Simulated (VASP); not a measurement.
# Ti5H in VASP: notebook

Runs on Ti5H. Level: PBE. Tasks: single point.

Program: VASP 6.6.1. These are calculated values, not measurements. Logs are shortened: lines on timing, memory, paths and dates and some standing lists are left out, and cuts for length are marked.

## (1) The cell of the first run

The cell holds a slab with vacuum, 6 atoms: a = 2.938 Å, b = 2.938 Å, c = 26.212 Å, α = 90.00°, β = 90.00°, γ = 120.00°.

## (2) Single point, PBE, collinear spin, ferromagnetic start

INCAR

```
ALGO = Normal
DIPOL = 0.5 0.5 0.370
EDIFF = 1E-6
ENCUT = 520
GGA = PE
IDIPOL = 3
ISIF = 2
ISMEAR = 0
ISPIN = 2
LASPH = True
LCHARG = True
LDIPOL = True
LELF = True
LMAXMIX = 4
LORBIT = 11
LREAL = False
LVACPOTAV = True
LVHAR = True
LWAVE = False
MAGMOM = 0 0 0 0 0 1
NBANDS = 44
NELM = 150
PREC = Accurate
SIGMA = 0.1
```

KPOINTS

```
k-points
0
Gamma
  9 9 1
```

POSCAR

```
Ti5H
1.0
    2.9381632084      0.0000000000      0.0000000000
   -1.4690816042      2.5445239789      0.0000000000
    0.0000000000      0.0000000000     26.2117060745
Ti H
5 1
Direct
    0.6666666667      0.3333333333      0.1526035729
    0.3333333333      0.6666666667      0.2413132777
    0.6666666667      0.3333333333      0.3306032017
    0.3333333333      0.6666666667      0.4219530445
    0.6666666667      0.3333333333      0.5040383879
    1.3333333333     -0.3333333333      0.5673688707
```

Potentials or basis: VASP PAW PBE potentials, release 64 (Ti_sv, H).

Started as:

```
$ cat potpaw_PBE.64/Ti_sv/POTCAR potpaw_PBE.64/H/POTCAR > POTCAR
$ mpirun -np 1 vasp_std > vasp.out
```

OUTCAR:

```text
EDIFF = 1E-6
   ENCUT = 520
   GGA = PE
   ISIF = 2
   ISMEAR = 0
   ISPIN = 2
   LASPH = True
   LORBIT = 11
   LREAL = False
   NELM = 150
   PREC = Accurate

 ion  position               nearest neighbor table
   1  0.667  0.333  0.153-   2 2.88   2 2.88   2 2.88
   2  0.333  0.667  0.241-   1 2.88   1 2.88   1 2.88   3 2.89   3 2.89   3 2.89
   3  0.667  0.333  0.331-   2 2.89   2 2.89   2 2.89
   4  0.333  0.667  0.422-   5 2.74   5 2.74   5 2.74
   5  0.667  0.333  0.504-   4 2.74   4 2.74   4 2.74
   6  0.333  0.667  0.567-

  LATTYP: Found a hexagonal cell.
 ALAT       =     2.9381632084
 C/A-ratio  =     8.9211198342

  Lattice vectors:

 A1 = (   2.9381632084,   0.0000000000,   0.0000000000)
 A2 = (  -1.4690816042,   2.5445239789,   0.0000000000)
 A3 = (   0.0000000000,   0.0000000000,  26.2117060745)

Analysis of symmetry for initial positions (statically):
=====================================================================
 Subroutine PRICEL returns:
 Original cell was already a primitive cell.

 Routine SETGRP: Setting up the symmetry group for a
 hexagonal supercell.

 Subroutine GETGRP returns: Found  6 space group operations
 (whereof  6 operations were pure point group operations)
 out of a pool of 24 trial point group operations.

The static configuration has the point symmetry C_3v.

Analysis of symmetry for dynamics (positions and initial velocities):
=====================================================================
 Subroutine PRICEL returns:
 Original cell was already a primitive cell.

 Routine SETGRP: Setting up the symmetry group for a
 hexagonal supercell.

 Subroutine GETGRP returns: Found  6 space group operations
 (whereof  6 operations were pure point group operations)
 out of a pool of 24 trial point group operations.

The dynamic configuration has the point symmetry C_3v.

Analysis of structural, dynamic, and magnetic symmetry:
=====================================================================
 Subroutine PRICEL returns:
 Original cell was already a primitive cell.

 Routine SETGRP: Setting up the symmetry group for a
 hexagonal supercell.

 Subroutine GETGRP returns: Found  6 space group operations
 (whereof  6 operations were pure point group operations)
 out of a pool of 24 trial point group operations.

The overall configuration has the point symmetry C_3v.

[... 133 lines left out ...]

 number of electron      60.9999992 magnetization       0.0232495

 number of electron      60.9999992 magnetization      -0.9776008

 dipolmoment           0.000000      0.000000      0.056191 electrons x Angstroem

 Free energy of the ion-electron system (eV)
  ---------------------------------------------------
  ext. energy  EPLUGINS =         0.00000000
  ---------------------------------------------------
  free energy    TOTEN  =       -41.15992893 eV

  energy without entropy =      -41.13292436  energy(sigma->0) =      -41.14642664

 E-fermi :   1.0806     XC(G=0):  -5.9862

 val. band max:        1.0740338916   @ k =   0.4444   0.0000   0.0000
 cond. band min:       1.1184960534   @ k =   0.2222   0.1111   0.0000
 fundamental gap:      0.0444621617
 Fermi energy:         1.0806405636

 spin component 1

 k-point     1 :       0.0000    0.0000    0.0000
  band No.  band energies     occupation
      1     -56.0130      1.00000
      2     -55.7400      1.00000
      3     -55.6832      1.00000
      4     -55.6367      1.00000
      5     -55.5265      1.00000
      6     -32.4608      1.00000
[... 529 lines left out ...]
     41       3.7968      0.00000
     42       3.8919      0.00000
 Fermi energy:         1.0806405636

 spin component 2

 k-point     1 :       0.0000    0.0000    0.0000
  band No.  band energies     occupation
      1     -56.0926      1.00000
      2     -56.0034      1.00000
      3     -55.7319      1.00000
      4     -55.6598      1.00000
      5     -55.6275      1.00000
      6     -32.4943      1.00000
[... 529 lines left out ...]
     41       3.6352      0.00000
     42       3.8954      0.00000
 [bands above 42 left out]

------------------------ aborting loop because EDIFF is reached ----------------------------------------

  FORCE on cell =-STRESS in cart. coord.  units (eV):
  Direction    XX          YY          ZZ          XY          YZ          ZX
  --------------------------------------------------------------------------------------
  -------------------------------------------------------------------------------------
  Total       -1.8358739     -1.8358739     -3.3630539      0.0000000      0.0000000      0.0000000
  in kB      -15.0098263    -15.0098263    -27.4958189      0.0000000      0.0000000      0.0000000
  external PRESSURE =     -19.1718239 kB  Pullay stress =       0.0000000 kB

 VOLUME and BASIS-vectors are now :
 -----------------------------------------------------------------------------
  energy-cutoff  :      520.00
  volume of cell :      195.96
      direct lattice vectors                 reciprocal lattice vectors
     2.938163208  0.000000000  0.000000000     0.340348690  0.196500408  0.000000000
    -1.469081604  2.544523979  0.000000000     0.000000000  0.393000816  0.000000000
     0.000000000  0.000000000 26.211706075     0.000000000  0.000000000  0.038150893

 POSITION                                       TOTAL-FORCE (eV/Angst)
 -----------------------------------------------------------------------------------
      1.46908      0.84817      4.00000        -0.000000      0.000000      0.463371
     -0.00000      1.69635      6.32523        -0.000000      0.000000     -0.441203
      1.46908      0.84817      8.66567         0.000000     -0.000000      0.038872
     -0.00000      1.69635     11.06011        -0.000000      0.000000     -0.546140
      1.46908      0.84817     13.21171        -0.000000     -0.000000      2.344986
     -0.00000      1.69635     14.87171        -0.000000      0.000000     -1.859886
 -----------------------------------------------------------------------------------
    total drift:                               -0.000000      0.000000     -0.000679

  FREE ENERGIE OF THE ION-ELECTRON SYSTEM (eV)
  ---------------------------------------------------
  free  energy   TOTEN  =       -41.1599289287 eV

  energy  without entropy=      -41.1329243580  energy(sigma->0) =      -41.14642664

 vacuum level on the upper side and lower side of the slab         6.692         5.330

 total charge

# of ion       s       p       d       tot
------------------------------------------
    1        2.246   6.071   1.878  10.195
    2        2.246   6.122   1.870  10.238
    3        2.246   6.116   1.872  10.235
    4        2.254   6.135   1.887  10.276
    5        2.224   6.110   1.845  10.179
    6        0.446   0.003   0.000   0.449
--------------------------------------------------
tot         11.663  30.558   9.352  51.573

 magnetization (x)

# of ion       s       p       d       tot
------------------------------------------
    1       -0.012  -0.046  -0.555  -0.613
    2        0.001  -0.000   0.070   0.071
    3       -0.000  -0.002  -0.027  -0.030
    4        0.000  -0.000  -0.008  -0.009
    5        0.000   0.000   0.011   0.011
    6       -0.000   0.000   0.000  -0.000
--------------------------------------------------
tot         -0.011  -0.049  -0.511  -0.570
```

OSZICAR:

```text
N       E                     dE             d eps       ncg     rms          rms(c)
DAV:   1     0.794235721934E+03    0.79424E+03   -0.32448E+04  2320   0.147E+03
DAV:   2     0.599787767011E+02   -0.73426E+03   -0.71572E+03  2224   0.480E+02
DAV:   3    -0.274856040221E+02   -0.87464E+02   -0.84380E+02  3496   0.150E+02
[... 37 lines left out ...]
DAV:  41    -0.411598344110E+02   -0.10614E-03   -0.84928E-06  2072   0.902E-03    0.245E-03
DAV:  42    -0.411599027677E+02   -0.68357E-04   -0.66258E-06  2016   0.682E-03    0.253E-03
DAV:  43    -0.411599261248E+02   -0.23357E-04   -0.31925E-06  1888   0.538E-03    0.239E-03
DAV:  44    -0.411599283995E+02   -0.22747E-05   -0.65095E-07  1668   0.400E-03    0.187E-03
DAV:  45    -0.411599289287E+02   -0.52920E-06   -0.18978E-07  1428   0.247E-03
   1 F= -.41159929E+02 E0= -.41146427E+02  d E =-.270046E-01  mag=    -0.9777
```

Run time: 6.1 min. Hardware: 1 thread of Intel Xeon 6975P-C (Granite Rapids), shared host; peak memory 0.49 GiB.

What came out:

```
Free energy                                           : -41.1599 eV
Largest force                                         : 2.345 eV/Å
Band gap on the k mesh                                : zero (filled and empty bands overlap)
Net moment                                            : -0.98 μB per cell
Site moments                                          : Ti -0.61, +0.07, -0.03, -0.01, +0.01; H -0.00 μB
Valence electrons inside the program's atomic spheres : Ti 10.20, 10.24, 10.23, 10.28, 10.18; H 0.45
```

Forces in eV/Å, atoms in the order of the input:
```
Ti   0.000  0.000  0.463
Ti   0.000  0.000 -0.441
Ti   0.000  0.000  0.039
Ti   0.000  0.000 -0.546
Ti   0.000  0.000  2.345
H    0.000  0.000 -1.860
```

Levels at points of the mesh, in eV from the Fermi level:
Spin up:
```csv
k point,band 26,band 27,band 28,band 29,band 30,band 31,band 32,band 33,band 34,band 35
"(0.00, 0.00, 0.00)",-2.07,0.09,0.23,0.56,0.56,0.61,0.67,0.67,0.78,0.79
```
Spin down:
```
           k point  band 27  band 28  band 29  band 30  band 31  band 32  band 33  band 34  band 35  band 36
(0.00, 0.00, 0.00)    -0.43     0.08     0.33     0.56     0.56     0.59     0.59     0.60     0.68     0.68
```

## (3) Single point, PBE, collinear spin, ferromagnetic start

INCAR

```
SYSTEM = Ti5H
PREC     = Accurate       ! precision mode
ENCUT    = 520            ! plane-wave cutoff, eV
EDIFF    = 1E-7           ! SCF threshold, eV
ISMEAR   = 0              ! smearing method
SIGMA    = 0.1            ! smearing width, eV
LREAL    = .False.        ! projectors in reciprocal space
LASPH    = .True.         ! aspherical terms in the spheres
NELM     = 150            ! most SCF steps
ALGO     = Normal         ! electronic algorithm
ISIF     = 2              ! what is computed and relaxed
LWAVE    = .False.        ! write WAVECAR
LCHARG   = .False.        ! write CHGCAR
ISPIN    = 2              ! spin polarisation
MAGMOM   = 0 0 0 0 0 1    ! initial moments
LORBIT   = 11             ! projections on sites
LMAXMIX  = 4              ! l up to which the mixer works
LDIPOL   = .True.       
IDIPOL   = 3            
DIPOL    = 0.5 0.5 0.375
GGA      = PE             ! functional
NBANDS   = 44             ! bands
```

KPOINTS

```
regular mesh
0
Gamma
  9 9 1
  0 0 0
```

POSCAR, as its differences from that of step 2:

```diff
@@ -13,2 +13,2 @@
     0.6666666667      0.3333333333      0.5040383879
-    1.3333333333     -0.3333333333      0.5673688707
+    1.3333333333     -0.3333333333      0.5982710942
```

Potentials or basis: VASP PAW PBE potentials, release 64 (Ti_sv, H).

Started as:

```
$ cat potpaw_PBE.64/Ti_sv/POTCAR potpaw_PBE.64/H/POTCAR > POTCAR
$ mpirun -np 1 vasp_std > vasp.out
```

It took 8.1 min on 1 thread of Intel Xeon 6975P-C (Granite Rapids), shared host; peak memory 0.5 GiB.

Results (log left out):

* Free energy: -39.4924 eV
* Largest force: 2.257 eV/Å
* Band gap on the k mesh: zero (filled and empty bands overlap)
* Net moment: -0.97 μB per cell
* Site moments: Ti -0.61, +0.07, -0.03, -0.01, +0.02; H -0.01 μB
* Valence electrons inside the program's atomic spheres: Ti 10.20, 10.24, 10.23, 10.28, 10.18; H 0.37

Forces in eV/Å, atoms in the order of the input:
```
Ti   0.000  0.000  0.463
Ti   0.000  0.000 -0.439
Ti   0.000  0.000  0.037
Ti   0.000  0.000 -0.418
Ti   0.000  0.000  2.257
H    0.000  0.000 -1.901
```

Levels at points of the mesh, in eV from the Fermi level:
Spin up:
```tsv
k point	band 26	band 27	band 28	band 29	band 30	band 31	band 32	band 33	band 34	band 35
(0.00, 0.00, 0.00)	-2.28	0.07	0.23	0.54	0.54	0.61	0.67	0.67	0.77	0.79
```
Spin down:
```tsv
k point	band 28	band 29	band 30	band 31	band 32	band 33	band 34	band 35
(0.00, 0.00, 0.00)	0.07	0.32	0.55	0.55	0.58	0.58	0.59	0.68
```
